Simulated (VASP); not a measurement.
# KZnF3 (Pm-3m) in VASP: further runs

Aim: see how the results for KZnF3 move with the level of theory and the settings. Levels: r2SCAN, PBE, PBEsol, LDA. Tasks: single point, relaxation of cell and atoms.

Everything below comes from runs of VASP 6.6.1. Logs are shortened: lines on timing, memory, paths and dates and some standing lists are left out, and cuts for length are marked.

## (1) The cell of the first run

Symmetry: Pm-3m, No. 221, cubic system. The conventional cell has a = 4.046 Å, b = 4.046 Å, c = 4.046 Å, α = 90.00°, β = 90.00°, γ = 90.00°. Within 3.8 Å of K (site symmetry m-3m) lie 12 F at 2.86 Å and 8 Zn at 3.50 Å. Zn (site symmetry m-3m) has 6 F at 2.02 Å within 2.7 Å. Within 2.7 Å of F (site symmetry 4/mmm) lie 2 Zn at 2.02 Å.

## (2) Single point, r2SCAN

The input, POSCAR:

```
KZnF3
1.0
    4.0461680130      0.0000000000      0.0000000000
    0.0000000000      4.0461680130      0.0000000000
    0.0000000000      0.0000000000      4.0461680130
K Zn F
1 1 3
Direct
    0.0000000000      0.0000000000      0.0000000000
    0.5000000000      0.5000000000      0.5000000000
    0.5000000000      0.5000000000      0.0000000000
    0.0000000000      0.5000000000      0.5000000000
    0.5000000000      0.0000000000      0.5000000000
```

The input, INCAR.step1:

```
  ALGO = Normal
  EDIFF = 1E-4
  ENCUT = 520
  GGA = PE
  ISMEAR = 0
  LASPH = True
  LCHARG = False
  LREAL = False
  LWAVE = True
  NBANDS = 29
  NELM = 100
  PREC = Accurate
  SIGMA = 0.01
```

The input, INCAR.step2:

```
  ALGO = Normal
  EDIFF = 1E-6
  ENCUT = 520
  ISIF = 2
  ISMEAR = 0
  ISTART = 1
  LASPH = True
  LCHARG = True
  LELF = True
  LMIXTAU = True
  LREAL = False
  LVHAR = True
  LWAVE = False
  METAGGA = R2SCAN
  NBANDS = 29
  NELM = 100
  PREC = Accurate
  SIGMA = 0.01
```

The input, KPOINTS:

```
k-points
0
Gamma
  6 6 6
```

Potentials or basis: VASP PAW PBE potentials, release 64 (K_sv, Zn, F).

Launch:

```bash
> cat potpaw_PBE.64/K_sv/POTCAR potpaw_PBE.64/Zn/POTCAR potpaw_PBE.64/F/POTCAR > POTCAR
> cp INCAR.step1 INCAR
> mpirun -np 1 vasp_std > vasp.out
> cp INCAR.step2 INCAR
> mpirun -np 1 vasp_std > vasp.out
```

OUTCAR:

```text
EDIFF = 1E-6
   ENCUT = 520
   ISIF = 2
   ISMEAR = 0
   ISTART = 1
   LASPH = True
   LREAL = False
   METAGGA = R2SCAN
   NELM = 100
   PREC = Accurate

 ion  position               nearest neighbor table
   1  0.000  0.000  0.000-
   2  0.500  0.500  0.500-   3 2.02   4 2.02   5 2.02   3 2.02   5 2.02   4 2.02
   3  0.500  0.500  0.000-   2 2.02   2 2.02
   4  0.000  0.500  0.500-   2 2.02   2 2.02
   5  0.500  0.000  0.500-   2 2.02   2 2.02

  LATTYP: Found a simple cubic cell.
 ALAT       =     4.0461680130

  Lattice vectors:

 A1 = (   4.0461680130,   0.0000000000,   0.0000000000)
 A2 = (   0.0000000000,   4.0461680130,   0.0000000000)
 A3 = (   0.0000000000,   0.0000000000,   4.0461680130)

Analysis of symmetry for initial positions (statically):
=====================================================================
 Subroutine PRICEL returns:
 Original cell was already a primitive cell.

 Routine SETGRP: Setting up the symmetry group for a
 simple cubic supercell.

 Subroutine GETGRP returns: Found 48 space group operations
 (whereof 48 operations were pure point group operations)
 out of a pool of 48 trial point group operations.

The static configuration has the point symmetry O_h .

Analysis of symmetry for dynamics (positions and initial velocities):
=====================================================================
 Subroutine PRICEL returns:
 Original cell was already a primitive cell.

 Routine SETGRP: Setting up the symmetry group for a
 simple cubic supercell.

 Subroutine GETGRP returns: Found 48 space group operations
 (whereof 48 operations were pure point group operations)
 out of a pool of 48 trial point group operations.

The dynamic configuration has the point symmetry O_h .

 Subroutine INISYM returns: Found 48 space group operations
 (whereof 48 operations are pure point group operations),
 and found     1 'primitive' translations

----------------------------------------------------------------------------------------

                                     Primitive cell

  volume of cell :      66.2417

  direct lattice vectors                    reciprocal lattice vectors
     4.046168013  0.000000000  0.000000000     0.247147424  0.000000000  0.000000000
     0.000000000  4.046168013  0.000000000     0.000000000  0.247147424  0.000000000
     0.000000000  0.000000000  4.046168013     0.000000000  0.000000000  0.247147424

  length of vectors
     4.046168013  4.046168013  4.046168013     0.247147424  0.247147424  0.247147424

  position of ions in fractional coordinates (direct lattice)
     0.000000000  0.000000000  0.000000000
     0.500000000  0.500000000  0.500000000
     0.500000000  0.500000000  0.000000000
     0.000000000  0.500000000  0.500000000
     0.500000000  0.000000000  0.500000000

  ion indices of the primitive-cell ions
   primitive index   ion index
                 1           1
                 2           2
                 3           3
                 4           4
                 5           5

----------------------------------------------------------------------------------------

 KPOINTS: k-points

Automatic generation of k-mesh.
 Grid dimensions read from file:
 generate k-points for:    6    6    6

 Generating k-lattice:

  Cartesian coordinates                     Fractional coordinates (reciprocal lattice)
     0.041191237  0.000000000  0.000000000     0.166666667  0.000000000  0.000000000
     0.000000000  0.041191237  0.000000000     0.000000000  0.166666667  0.000000000
     0.000000000  0.000000000  0.041191237     0.000000000  0.000000000  0.166666667

  Length of vectors
     0.041191237  0.041191237  0.041191237

  Shift w.r.t. Gamma in fractional coordinates (k-lattice)
     0.000000000  0.000000000  0.000000000

 Subroutine IBZKPT returns following result:
 ===========================================

 Found     20 irreducible k-points:

 Following reciprocal coordinates:
            Coordinates               Weight
  0.000000  0.000000  0.000000      1.000000
  0.166667  0.000000  0.000000      6.000000
  0.333333  0.000000  0.000000      6.000000
  0.500000  0.000000  0.000000      3.000000
  0.166667  0.166667  0.000000     12.000000
  0.333333  0.166667  0.000000     24.000000
[... 12 lines left out ...]
  0.500000  0.500000  0.333333      6.000000
  0.500000  0.500000  0.500000      1.000000
   k-points           NKPTS =     20   k-points in BZ     NKDIM =     20   number of bands    NBANDS=     29
   number of dos      NEDOS =    301   number of ions     NIONS =      5
   total plane-waves  NPLWV =  27000
   dimension x,y,z NGX =    30 NGY =   30 NGZ =   30
   dimension x,y,z NGXF=    60 NGYF=   60 NGZF=   60
   ions per type =               1   1   3
   NGX,Y,Z   is equivalent  to a cutoff of  12.33, 12.33, 12.33 a.u.
   NGXF,Y,Z  is equivalent  to a cutoff of  24.65, 24.65, 24.65 a.u.
 SYSTEM =  unknown system
   PREC   = accura    normal or accurate (medium, high low for compatibility)
   ISTART =      1    job   : 0-new  1-cont  2-samecut
   ICHARG =      0    charge: 1-file 2-atom 10-const
   ISPIN  =      1    spin polarized calculation?
   LNONCOLLINEAR =      F non collinear calculations
   LSORBIT =      F    spin-orbit coupling
   LASPH  =      T    aspherical Exc in radial PAW
   ENCUT  =  520.0 eV  38.22 Ry    6.18 a.u.   7.52  7.52  7.52*2*pi/ulx,y,z
   NELM   =    100;   NELMIN=  2; NELMDL=  0     # of ELM steps
   EDIFF  = 0.1E-05   stopping-criterion for ELM
   LREAL  =      F    real-space projection
   EDIFFG = 0.1E-04   stopping-criterion for IOM
   NSW    =      0    number of steps for IOM
   IBRION =     -1    ionic relax: 0-MD 1-quasi-New 2-CG
   NFREE  =      0    steps in history (QN), initial steepest desc. (CG)
   ISIF   =      2    stress and relaxation
   ISYM   =      2    0-nonsym 1-usesym 2-fastsym
   POTIM  = 0.5000    time-step for ionic-motion
   TEBEG  =    0.0;   TEEND  =   0.0 temperature during run
   PSTRESS=    0.0 pullay stress
   NELECT =      42.0000    total number of electrons
   NUPDOWN=      -1.0000    fix difference up-down
   EMIN   =  10.00;   EMAX   =-10.00  energy-range for DOS
   EFERMI =   0.00;   METHOD = LEGACY
   ISMEAR =     0;   SIGMA  =   0.01  broadening in eV -4-tet -1-fermi 0-gaus
   EFERMI_NEDOS =   21; number of points for ismear=-14 and -15
   IALGO  =     38    algorithm
   IMIX   =      4    mixing-type and parameters
     AMIX     =   0.40;   BMIX     =  1.00
     AMIX_MAG =   1.60;   BMIX_MAG =  1.00
  volume/ion in A,a.u.               =      13.25        89.40
  Fermi-wavevector in a.u.,A,eV,Ry     =   1.406417  2.657742 26.912432  1.978008
  Thomas-Fermi vector in A             =   2.528779
   LORBIT       =      0    0 simple, 1 ext, 2 COOP (PROOUT), +10 PAW based schemes
   METAGGA = R2SCAN    functional components
   LHFCALC =     F    Hartree Fock is set to
   AEXX    =    0.0000 exact exchange contribution
   IVDW    =     0    specifies the selected vdW correction
   LEPSILON=     F    determine dielectric tensor
   LRPA    =     F    only Hartree local field effects (RPA)
 non-spin polarized calculation
 Gauss-broadening in eV      SIGMA  =   0.01
  energy-cutoff  :      520.00
  volume of cell :       66.24
 maximum number of plane-waves:      1804
   NGX = 15   NGY = 15   NGZ = 15

 number of electron      41.9999980 magnetization

 Free energy of the ion-electron system (eV)
  ---------------------------------------------------
  ext. energy  EPLUGINS =         0.00000000
  ---------------------------------------------------
  free energy    TOTEN  =       -38.35587644 eV

  energy without entropy =      -38.35587644  energy(sigma->0) =      -38.35587644

 E-fermi :  -1.1291     XC(G=0): -10.4891

 val. band max:       -1.2077991232   @ k =   0.5000   0.5000   0.5000
 cond. band min:       3.3782101898   @ k =   0.0000   0.0000   0.0000
 fundamental gap:      4.5860093131
 Fermi energy:        -1.1291339401

 k-point     1 :       0.0000    0.0000    0.0000
  band No.  band energies     occupation
      1     -29.3995      2.00000
      2     -24.0785      2.00000
      3     -23.4777      2.00000
      4     -23.4777      2.00000
      5     -12.1209      2.00000
      6     -12.1209      2.00000
[... 21 lines left out ...]
     28      10.5736      0.00000
     29      14.0099      0.00000

 k-point     2 :       0.1667    0.0000    0.0000
  band No.  band energies     occupation
      1     -29.3938      2.00000
      2     -24.0469      2.00000
      3     -23.5069      2.00000
      4     -23.4765      2.00000
      5     -12.1205      2.00000
      6     -12.1098      2.00000
[... 21 lines left out ...]
     28      10.6506      0.00000
     29      13.7569      0.00000

 k-point     3 :       0.3333    0.0000    0.0000
  band No.  band energies     occupation
      1     -29.3824      2.00000
      2     -23.9737      2.00000
      3     -23.5754      2.00000
      4     -23.4729      2.00000
      5     -12.1195      2.00000
      6     -12.0873      2.00000
[... 21 lines left out ...]
     28      10.8185      0.00000
     29      13.2254      0.00000

 k-point     4 :       0.5000    0.0000    0.0000
  band No.  band energies     occupation
      1     -29.3767      2.00000
      2     -23.9263      2.00000
      3     -23.6210      2.00000
      4     -23.4713      2.00000
      5     -12.1190      2.00000
      6     -12.0760      2.00000
[... 469 lines left out ...]
     28      12.2176      0.00000
     29      12.2309      0.00000

 k-point    19 :       0.5000    0.5000    0.3333
  band No.  band energies     occupation
      1     -29.3526      2.00000
      2     -23.6388      2.00000
      3     -23.6248      2.00000
      4     -23.6248      2.00000
      5     -12.2570      2.00000
      6     -12.2570      2.00000
[... 21 lines left out ...]
     28      12.1695      0.00000
     29      12.6100      0.00000

 k-point    20 :       0.5000    0.5000    0.5000
  band No.  band energies     occupation
      1     -29.3499      2.00000
      2     -23.6206      2.00000
      3     -23.6206      2.00000
      4     -23.6206      2.00000
      5     -12.2797      2.00000
      6     -12.2797      2.00000
[... 21 lines left out ...]
     28      12.1077      0.00000
     29      13.1445      0.00000

------------------------ aborting loop because EDIFF is reached ----------------------------------------

  FORCE on cell =-STRESS in cart. coord.  units (eV):
  Direction    XX          YY          ZZ          XY          YZ          ZX
  --------------------------------------------------------------------------------------
  -------------------------------------------------------------------------------------
  Total        0.1186661      0.1186661      0.1186661      0.0000000     -0.0000000      0.0000000
  in kB        2.8701565      2.8701565      2.8701565      0.0000000     -0.0000000      0.0000000
  external PRESSURE =       2.8701565 kB  Pullay stress =       0.0000000 kB

 VOLUME and BASIS-vectors are now :
 -----------------------------------------------------------------------------
  energy-cutoff  :      520.00
  volume of cell :       66.24
      direct lattice vectors                 reciprocal lattice vectors
     4.046168013  0.000000000  0.000000000     0.247147424  0.000000000  0.000000000
     0.000000000  4.046168013  0.000000000     0.000000000  0.247147424  0.000000000
     0.000000000  0.000000000  4.046168013     0.000000000  0.000000000  0.247147424

 POSITION                                       TOTAL-FORCE (eV/Angst)
 -----------------------------------------------------------------------------------
      0.00000      0.00000      0.00000         0.000000      0.000000      0.000000
      2.02308      2.02308      2.02308         0.000000      0.000000      0.000000
      2.02308      2.02308      0.00000         0.000000      0.000000      0.000000
      0.00000      2.02308      2.02308         0.000000      0.000000      0.000000
      2.02308      0.00000      2.02308         0.000000      0.000000      0.000000
 -----------------------------------------------------------------------------------
    total drift:                                0.000000      0.000000     -0.000000

  FREE ENERGIE OF THE ION-ELECTRON SYSTEM (eV)
  ---------------------------------------------------
  free  energy   TOTEN  =       -38.3558764366 eV

  energy  without entropy=      -38.3558764366  energy(sigma->0) =      -38.35587644
```

Run time: 2 min. Hardware: 1 thread of Intel Xeon 6975P-C, shared host; peak memory 0.19 GiB.

What came out:

| Quantity | Value |
| --- | --- |
| Free energy | -38.3559 eV |
| Pressure | 0.3 GPa |
| Band gap on the k mesh | 4.59 eV, indirect (least direct gap 6.59 eV) |

Caveat: the PAW data sets were made with another functional, which shifts forces and pressure a little. r2SCAN opens gaps a little over a GGA but as a rule still falls short of measured ones.

(Part 1 of 3 ends here.)
